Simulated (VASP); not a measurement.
# SiC in VASP: notebook

The runs below take SiC through single point, with LDA.

Everything below comes from runs of VASP 6.6.1. Logs are shortened: lines on timing, memory, paths and dates and some standing lists are left out, and cuts for length are marked.

**What was measured.**

From “Insight into the structural, elastic and electronic properties of a new orthorhombic 6O-SiC polytype”, 2020, pmc:7200658, for a bulk crystal of SiC: band gap 2.4 eV (indirect).

The results are compared with them further down.

## 1. The cell of the first run

Symmetry: I-4m2, No. 119, tetragonal system. The conventional cell has a = 3.076 Å, b = 3.076 Å, c = 4.314 Å, α = 90.00°, β = 90.00°, γ = 90.00°. Within 2.5 Å of Si (site symmetry -4m2) lie 4 C at 1.88 Å. Within 2.5 Å of C (site symmetry -4m2) lie 4 Si at 1.88 Å.

## 2. Single point, LDA (in-plane strain +0.005, then relaxed in part)

INCAR

```
ALGO = Normal
EDIFF = 1E-6
ENCUT = 520
ISIF = 2
ISMEAR = 0
LASPH = T
LCHARG = T
LELF = T
LREAL = F
LVHAR = T
LWAVE = F
NBANDS = 11
NELM = 80
PREC = Accurate
SIGMA = 0.01
```

KPOINTS

```
k-points
0
Gamma
  10 10 10
```

POSCAR

```
SiC
1.0
    2.1753078146      2.1753078146      0.0000000000
   -2.1753078146      2.1753078146      0.0000000000
    0.0000000000      2.1753078146      2.1567982481
Si C
1 1
Direct
    0.0000000000      0.0000000000      0.0000000000
    0.7500000000      0.2500000000      0.5000000000
```

Potentials or basis: VASP PAW LDA potentials, release 64 (Si, C).

Started as:

```bash
$ cat potpaw_LDA.64/Si/POTCAR potpaw_LDA.64/C/POTCAR > POTCAR
$ mpirun -np 1 vasp_std > vasp.out
```

OUTCAR:

```text
EDIFF = 1E-6
   ENCUT = 520
   ISIF = 2
   ISMEAR = 0
   LASPH = T
   LREAL = F
   NELM = 80
   PREC = Accurate

 ion  position               nearest neighbor table
   1  0.000  0.000  0.000-   2 1.88   2 1.88   2 1.88   2 1.88
   2  0.750  0.250  0.500-   1 1.88   1 1.88   1 1.88   1 1.88

  LATTYP: Found a body centered tetragonal cell.
 ALAT       =     3.0763498137
 C/A-ratio  =     1.4021801022

  Lattice vectors:

 A1 = (   2.1753078146,   0.0000000000,  -2.1567982481)
 A2 = (  -2.1753078146,   0.0000000000,  -2.1567982481)
 A3 = (   0.0000000000,   2.1753078146,   2.1567982481)

Analysis of symmetry for initial positions (statically):
=====================================================================
 Subroutine PRICEL returns:
 Original cell was already a primitive cell.

 Routine SETGRP: Setting up the symmetry group for a
 body centered tetragonal supercell.

 Subroutine GETGRP returns: Found  8 space group operations
 (whereof  8 operations were pure point group operations)
 out of a pool of 16 trial point group operations.

The static configuration has the point symmetry D_2d.

Analysis of symmetry for dynamics (positions and initial velocities):
=====================================================================
 Subroutine PRICEL returns:
 Original cell was already a primitive cell.

 Routine SETGRP: Setting up the symmetry group for a
 body centered tetragonal supercell.

 Subroutine GETGRP returns: Found  8 space group operations
 (whereof  8 operations were pure point group operations)
 out of a pool of 16 trial point group operations.

The dynamic configuration has the point symmetry D_2d.

 Subroutine INISYM returns: Found  8 space group operations
 (whereof  8 operations are pure point group operations),
 and found     1 'primitive' translations

----------------------------------------------------------------------------------------

                                     Primitive cell

  volume of cell :      20.4118

  direct lattice vectors                    reciprocal lattice vectors
     2.175307815  2.175307815  0.000000000     0.229852528  0.229852528 -0.231825114
    -2.175307815  2.175307815  0.000000000    -0.229852528  0.229852528 -0.231825114
     0.000000000  2.175307815  2.156798248     0.000000000  0.000000000  0.463650228

  length of vectors
     3.076349814  3.076349814  3.063289534     0.399258378  0.399258378  0.463650228

  position of ions in fractional coordinates (direct lattice)
     0.000000000  0.000000000  0.000000000
     0.750000000  0.250000000  0.500000000

  ion indices of the primitive-cell ions
   primitive index   ion index
                 1           1
                 2           2

----------------------------------------------------------------------------------------

 KPOINTS: k-points

Automatic generation of k-mesh.
 Grid dimensions read from file:
 generate k-points for:   10   10   10

 Generating k-lattice:

  Cartesian coordinates                     Fractional coordinates (reciprocal lattice)
     0.022985253  0.022985253 -0.023182511     0.100000000  0.000000000 -0.000000000
    -0.022985253  0.022985253 -0.023182511     0.000000000  0.100000000 -0.000000000
     0.000000000  0.000000000  0.046365023     0.000000000  0.000000000  0.100000000

  Length of vectors
     0.039925838  0.039925838  0.046365023

  Shift w.r.t. Gamma in fractional coordinates (k-lattice)
     0.000000000  0.000000000  0.000000000

 Subroutine IBZKPT returns following result:
 ===========================================

 Found    102 irreducible k-points:

 Following reciprocal coordinates:
            Coordinates               Weight
  0.000000  0.000000  0.000000      1.000000
  0.100000  0.000000  0.000000      8.000000
  0.200000  0.000000  0.000000      8.000000
  0.300000  0.000000  0.000000      8.000000
  0.400000  0.000000  0.000000      8.000000
  0.500000  0.000000  0.000000      4.000000
[... 16 lines left out ...]
  0.300000  0.300000  0.000000      8.000000
  0.400000  0.300000 -0.000000     16.000000
 [... further k-points ...]
   k-points           NKPTS =    102   k-points in BZ     NKDIM =    102   number of bands    NBANDS=     11
   number of dos      NEDOS =    301   number of ions     NIONS =      2
   total plane-waves  NPLWV =  13824
   dimension x,y,z NGX =    24 NGY =   24 NGZ =   24
   dimension x,y,z NGXF=    48 NGYF=   48 NGZF=   48
   ions per type =               1   1
   NGX,Y,Z   is equivalent  to a cutoff of  12.97, 12.97, 13.02 a.u.
   NGXF,Y,Z  is equivalent  to a cutoff of  25.94, 25.94, 26.05 a.u.
 SYSTEM =  unknown system
   PREC   = accura    normal or accurate (medium, high low for compatibility)
   ISTART =      0    job   : 0-new  1-cont  2-samecut
   ICHARG =      2    charge: 1-file 2-atom 10-const
   ISPIN  =      1    spin polarized calculation?
   LNONCOLLINEAR =      F non collinear calculations
   LSORBIT =      F    spin-orbit coupling
   LASPH  =      T    aspherical Exc in radial PAW
   ENCUT  =  520.0 eV  38.22 Ry    6.18 a.u.   5.72  5.72  5.70*2*pi/ulx,y,z
   NELM   =     80;   NELMIN=  2; NELMDL= -5     # of ELM steps
   EDIFF  = 0.1E-05   stopping-criterion for ELM
   LREAL  =      F    real-space projection
   EDIFFG = 0.1E-04   stopping-criterion for IOM
   NSW    =      0    number of steps for IOM
   IBRION =     -1    ionic relax: 0-MD 1-quasi-New 2-CG
   NFREE  =      0    steps in history (QN), initial steepest desc. (CG)
   ISIF   =      2    stress and relaxation
   ISYM   =      2    0-nonsym 1-usesym 2-fastsym
   POTIM  = 0.5000    time-step for ionic-motion
   TEBEG  =    0.0;   TEEND  =   0.0 temperature during run
   PSTRESS=    0.0 pullay stress
   NELECT =       8.0000    total number of electrons
   NUPDOWN=      -1.0000    fix difference up-down
   EMIN   =  10.00;   EMAX   =-10.00  energy-range for DOS
   EFERMI =   0.00;   METHOD = LEGACY
   ISMEAR =     0;   SIGMA  =   0.01  broadening in eV -4-tet -1-fermi 0-gaus
   EFERMI_NEDOS =   21; number of points for ismear=-14 and -15
   IALGO  =     38    algorithm
   IMIX   =      4    mixing-type and parameters
     AMIX     =   0.40;   BMIX     =  1.00
     AMIX_MAG =   1.60;   BMIX_MAG =  1.00
  volume/ion in A,a.u.               =      10.21        68.87
  Fermi-wavevector in a.u.,A,eV,Ry     =   1.198058  2.264001 19.529026  1.435343
  Thomas-Fermi vector in A             =   2.333957
   LORBIT       =      0    0 simple, 1 ext, 2 COOP (PROOUT), +10 PAW based schemes
   GGA     = CA    functional components
   LHFCALC =     F    Hartree Fock is set to
   AEXX    =    0.0000 exact exchange contribution
   IVDW    =     0    specifies the selected vdW correction
   LEPSILON=     F    determine dielectric tensor
   LRPA    =     F    only Hartree local field effects (RPA)
 non-spin polarized calculation
 Gauss-broadening in eV      SIGMA  =   0.01
  energy-cutoff  :      520.00
  volume of cell :       20.41
 maximum number of plane-waves:       560
   NGX = 11   NGY = 11   NGZ = 11

 number of electron       8.0000000 magnetization

 Free energy of the ion-electron system (eV)
  ---------------------------------------------------
  ext. energy  EPLUGINS =         0.00000000
  ---------------------------------------------------
  free energy    TOTEN  =       -16.64149330 eV

  energy without entropy =      -16.64149330  energy(sigma->0) =      -16.64149330

 E-fermi :   8.4136     XC(G=0): -11.6148

 val. band max:        8.2559962928   @ k =   0.0000   0.0000   0.0000
 cond. band min:       9.4580638634   @ k =   0.0000   0.0000   0.5000
 fundamental gap:      1.2020675706
 Fermi energy:         8.4136016904

 k-point     1 :       0.0000    0.0000    0.0000
  band No.  band energies     occupation
      1      -7.2052      2.00000
      2       8.1987      2.00000
      3       8.1987      2.00000
      4       8.2560      2.00000
      5      14.6698      0.00000
      6      15.4885      0.00000
      7      15.5111      0.00000
      8      15.5111      0.00000
      9      22.6259      0.00000
     10      22.8830      0.00000
     11      24.6005      0.00000

 k-point     2 :       0.1000    0.0000    0.0000
  band No.  band energies     occupation
      1      -7.0070      2.00000
      2       7.2172      2.00000
      3       8.0598      2.00000
      4       8.1066      2.00000
      5      14.8519      0.00000
      6      15.7362      0.00000
      7      15.7513      0.00000
      8      15.8375      0.00000
      9      21.6797      0.00000
     10      21.8820      0.00000
     11      24.4011      0.00000

 k-point     3 :       0.2000    0.0000    0.0000
  band No.  band energies     occupation
      1      -6.4207      2.00000
      2       5.0954      2.00000
      3       7.7417      2.00000
      4       7.8062      2.00000
      5      14.4970      0.00000
      6      16.0848      0.00000
      7      16.1235      0.00000
      8      17.0474      0.00000
      9      21.0553      0.00000
     10      21.1557      0.00000
     11      23.5428      0.00000

 k-point     4 :       0.3000    0.0000    0.0000
  band No.  band energies     occupation
      1      -5.4796      2.00000
      2       2.7629      2.00000
      3       7.4144      2.00000
      4       7.4983      2.00000
      5      14.0825      0.00000
      6      15.9062      0.00000
      7      16.0113      0.00000
      8      17.9690      0.00000
      9      21.9177      0.00000
     10      21.9362      0.00000
     11      23.2943      0.00000
[... 239 lines left out ...]
 k-point    22 :      -0.2000    0.2000    0.0000
  band No.  band energies     occupation
      1      -6.1641      2.00000
      2       5.8561      2.00000
      3       6.7568      2.00000
      4       6.7910      2.00000
      5      13.1536      0.00000
      6      15.3264      0.00000
      7      17.7619      0.00000
      8      17.9226      0.00000
      9      19.0500      0.00000
     10      23.9782      0.00000
     11      27.4493      0.00000

 k-point    23 :       0.3000    0.3000    0.0000
  band No.  band energies     occupation
      1      -3.0325      2.00000
      2       1.4485      2.00000
      3       2.8555      2.00000
      4       6.4461      2.00000
      5      12.6672      0.00000
      6      17.6029      0.00000
      7      18.2171      0.00000
      8      18.9950      0.00000
      9      21.7113      0.00000
     10      22.0359      0.00000
     11      29.1411      0.00000

 k-point    24 :       0.4000    0.3000   -0.0000
  band No.  band energies     occupation
      1      -2.3681      2.00000
      2       0.8100      2.00000
      3       2.8950      2.00000
      4       5.9173      2.00000
      5      11.8164      0.00000
      6      16.9344      0.00000
      7      19.0846      0.00000
      8      19.6452      0.00000
      9      21.4448      0.00000
     10      23.7038      0.00000
     11      29.6024      0.00000

 [... further k-points ...]
[... 5 lines left out ...]
  --------------------------------------------------------------------------------------
  -------------------------------------------------------------------------------------
  Total       -0.2258326     -0.2258326      0.0524773      0.0000000      0.0000000     -0.0000000
  in kB      -17.7262216    -17.7262216      4.1190869      0.0000000      0.0000000     -0.0000000
  external PRESSURE =     -10.4444521 kB  Pullay stress =       0.0000000 kB

 VOLUME and BASIS-vectors are now :
 -----------------------------------------------------------------------------
  energy-cutoff  :      520.00
  volume of cell :       20.41
      direct lattice vectors                 reciprocal lattice vectors
     2.175307815  2.175307815  0.000000000     0.229852528  0.229852528 -0.231825114
    -2.175307815  2.175307815  0.000000000    -0.229852528  0.229852528 -0.231825114
     0.000000000  2.175307815  2.156798248     0.000000000  0.000000000  0.463650228

 POSITION                                       TOTAL-FORCE (eV/Angst)
 -----------------------------------------------------------------------------------
      0.00000      0.00000      0.00000         0.000000     -0.000000      0.000000
      1.08765      3.26296      1.07840        -0.000000      0.000000      0.000000
 -----------------------------------------------------------------------------------
    total drift:                               -0.000000      0.000000     -0.000000

  FREE ENERGIE OF THE ION-ELECTRON SYSTEM (eV)
  ---------------------------------------------------
  free  energy   TOTEN  =       -16.6414932997 eV

  energy  without entropy=      -16.6414932997  energy(sigma->0) =      -16.64149330
```

Run time: 18 s. Hardware: 1 thread of Intel Xeon Platinum 8259CL at 2.50GHz (Skylake/Cascade Lake), shared host; peak memory 0.13 GiB.

Results:

```yaml
Free_energy: -16.6415 eV
Pressure: -1.0 GPa
Band_gap_on_the_k_mesh: 1.20 eV, indirect (least direct gap 4.50 eV)
```

Levels at points of the mesh, in eV from the valence-band top:
```csv
k point,band 1,band 2,band 3,band 4,band 5,band 6,band 7,band 8
"(0.00, 0.00, 0.00)",-15.46,-0.06,-0.06,0.00,6.41,7.23,7.26,7.26
"(0.50, 0.00, 0.00)",-11.79,-8.67,-1.15,-1.04,5.47,7.08,7.22,9.96
"(0.50, 0.50, 0.00)",-10.32,-7.93,-3.23,-3.22,1.28,4.25,13.82,14.09
"(0.00, 0.00, 0.50)",-10.25,-7.82,-3.32,-3.32,1.20,4.10,13.92,13.92
```

Caveat: the cell differs from its parent crystal (in-plane strain +0.005, then relaxed in part). A k mesh can miss the band edges.

## 3. Single point, LDA (in-plane strain +0.005)

INCAR

```
SYSTEM = SiC
  PREC = Accurate
  ENCUT = 520
  EDIFF = 1E-6
  ISMEAR = 0
  SIGMA = 0.01
  LREAL = .False.
  LASPH = .True.
  NELM = 80
  ALGO = Normal
  ISIF = 2
  LWAVE = .False.
  LCHARG = .False.
  GGA = CA
  NBANDS = 11
```

KPOINTS

```
Automatic mesh
0
Gamma
  10 10 10
  0 0 0
```

Edit POSCAR of step 2 so:

```diff
@@ -4,3 +4,3 @@
    -2.1753078146      2.1753078146      0.0000000000
-    0.0000000000      2.1753078146      2.1567982481
+    0.0000000000      2.1753078146      2.1579919314
 Si C
```

Potentials or basis: VASP PAW LDA potentials, release 64 (Si, C).

Started as:

```bash
$ cat potpaw_LDA.64/Si/POTCAR potpaw_LDA.64/C/POTCAR > POTCAR
$ mpirun -np 1 vasp_std > vasp.out
```

Wall time 19 s (1 thread of Intel Xeon Platinum 8259CL at 2.50GHz (Skylake/Cascade Lake), shared host); peak memory 0.13 GiB.

It converged, with:

```yaml
Free_energy: -16.6415 eV
Pressure: -1.2 GPa
Band_gap_on_the_k_mesh: 1.21 eV, indirect (least direct gap 4.50 eV)
```

Stress tensor (GPa, compression positive):
```
-1.85  0.00  0.00
 0.00 -1.85  0.00
 0.00  0.00  0.20
```

Levels at points of the mesh, in eV from the valence-band top:
| k point | band 1 | band 2 | band 3 | band 4 | band 5 | band 6 | band 7 | band 8 | band 9 |
| --- | --- | --- | --- | --- | --- | --- | --- | --- | --- |
| (0.00, 0.00, 0.00) | -15.45 | -0.05 | -0.05 | 0.00 | 6.41 | 7.23 | 7.25 | 7.25 | 14.38 |
| (0.50, 0.00, 0.00) | -11.79 | -8.66 | -1.14 | -1.04 | 5.47 | 7.09 | 7.21 | 9.96 | 16.05 |
| (0.50, 0.50, 0.00) | -10.31 | -7.92 | -3.23 | -3.22 | 1.28 | 4.24 | 13.83 | 14.08 | 14.65 |
| (0.00, 0.00, 0.50) | -10.25 | -7.82 | -3.31 | -3.31 | 1.21 | 4.10 | 13.92 | 13.92 | 14.78 |

Caveat: the cell differs from its parent crystal (in-plane strain +0.005).

## 4. Single point, LDA (film at in-plane strain +0.005)

Edit INCAR of step 3 so:

```diff
@@ -8,3 +8,3 @@
   LASPH = .True.
-  NELM = 80
+  NELM = 60
   ALGO = Normal
@@ -13,3 +13,2 @@
   LCHARG = .False.
-  GGA = CA
   NBANDS = 11
```

KPOINTS is that of step 3.

Edit POSCAR of step 3 so:

```diff
@@ -4,3 +4,3 @@
    -2.1753078146      2.1753078146      0.0000000000
-    0.0000000000      2.1753078146      2.1579919314
+    0.0000000000      2.1753078146      2.1567982481
 Si C
```

Started as:

```bash
$ cat potpaw_LDA.64/Si/POTCAR potpaw_LDA.64/C/POTCAR > POTCAR
$ mpirun -np 1 vasp_std > vasp.out
```

Wall time 17 s (1 thread of Intel Xeon Platinum 8259CL at 2.50GHz (Skylake/Cascade Lake), shared host); peak memory 0.13 GiB.

Results (log left out):

```yaml
Free_energy: -16.6415 eV
Pressure: -1.0 GPa
Band_gap_on_the_k_mesh: 1.20 eV, indirect (least direct gap 4.50 eV)
```

Stress tensor (GPa, compression positive):
```
-1.77  0.00  0.00
 0.00 -1.77  0.00
 0.00  0.00  0.41
```

Levels at points of the mesh, in eV from the valence-band top:
```csv
k point,band 1,band 2,band 3,band 4,band 5,band 6,band 7,band 8,band 9
"(0.00, 0.00, 0.00)",-15.46,-0.06,-0.06,0.00,6.41,7.23,7.26,7.26,14.37
"(0.50, 0.00, 0.00)",-11.79,-8.67,-1.15,-1.04,5.47,7.08,7.22,9.96,16.05
"(0.50, 0.50, 0.00)",-10.32,-7.93,-3.23,-3.22,1.28,4.25,13.82,14.09,14.65
"(0.00, 0.00, 0.50)",-10.25,-7.82,-3.32,-3.32,1.20,4.10,13.92,13.92,14.79
```

Caveat: the cell differs from its parent crystal (film at in-plane strain +0.005). A k mesh can miss the band edges.

## 5. Single point, LDA

This run uses another cell than the first one, of 10.14 Å³/atom, 0.994 times its volume.

INCAR

```
PREC = Accurate
ENCUT = 600
EDIFF = 1E-6
ISMEAR = 0
SIGMA = 0.01
LREAL = F
LASPH = T
NELM = 120
ALGO = Normal
ISIF = 2
LWAVE = F
LCHARG = F
GGA = CA
NBANDS = 11
GGA_COMPAT = F
```

KPOINTS

```
regular mesh
0
Gamma
  10 10 10
```

POSCAR

```
SiC
1.0
    2.1644853876      2.1644853876      0.0000000000
   -2.1644853876      2.1644853876      0.0000000000
    0.0000000000      2.1644853876      2.1644853876
Si C
1 1
Direct
    0.0000000000      0.0000000000      0.0000000000
    0.7500000000      0.2500000000      0.5000000000
```

Started as:

```bash
$ cat potpaw_LDA.64/Si/POTCAR potpaw_LDA.64/C/POTCAR > POTCAR
$ mpirun -np 1 vasp_std > vasp.out
```

Wall time 9.4 s (1 thread of Intel Xeon 8259CL, shared host); peak memory 0.13 GiB.

Results (log left out):

| Property | Result |
| --- | --- |
| Free energy | -16.6446 eV |
| Pressure | 0.3 GPa |
| Band gap on the k mesh | 1.29 eV, indirect (least direct gap 4.52 eV) |

Levels at points of the mesh, in eV from the valence-band top:
| k point | band 1 | band 2 | band 3 | band 4 | band 5 | band 6 | band 7 | band 8 | band 9 |
| --- | --- | --- | --- | --- | --- | --- | --- | --- | --- |
| (0.00, 0.00, 0.00) | -15.47 | 0.00 | 0.00 | 0.00 | 6.53 | 7.33 | 7.33 | 7.33 | 14.58 |
| (0.50, 0.00, 0.00) | -11.78 | -8.67 | -1.06 | -1.06 | 5.57 | 7.21 | 7.21 | 10.03 | 16.18 |
| (0.50, 0.50, 0.00) | -10.28 | -7.88 | -3.23 | -3.23 | 1.29 | 4.26 | 14.06 | 14.06 | 14.82 |

## 6. Summary

```csv
cell,cutoff (eV),gap on the mesh (eV),pressure (GPa)
"a = 3.076, b = 3.076, c = 3.063 Å, angles 59.9, 59.9, 90.0°, 2 atoms",520,1.20,-1.0
"a = 3.076, b = 3.076, c = 3.064 Å, angles 59.9, 59.9, 90.0°, 2 atoms",520,1.21,-1.2
"a = 3.061 Å, angles 60.0, 60.0, 90.0°, 2 atoms",600,1.29,0.3
```

Alike in all rows: task single point; level LDA; potentials or basis VASP PAW LDA potentials, release 64 (Si, C); no spin polarisation; k mesh 10 × 10 × 10; smearing gaussian 0.01 eV.

Total energies depend on the potentials used, so only differences within one code and one set of settings carry meaning.

## 7. Against experiment

Step 5. Measured gap of SiC: 2.4 eV (indirect; quoted in “Insight into the structural, elastic and electronic properties of a new orthorhombic 6O-SiC polytype”, 2020, pmc:7200658). This calculation gives 1.29 eV (-1.11 eV). The value is that of LDA on a finite k mesh, which can miss the band edges, without temperature or zero-point motion. Semilocal functionals fall short of measured gaps as a rule.
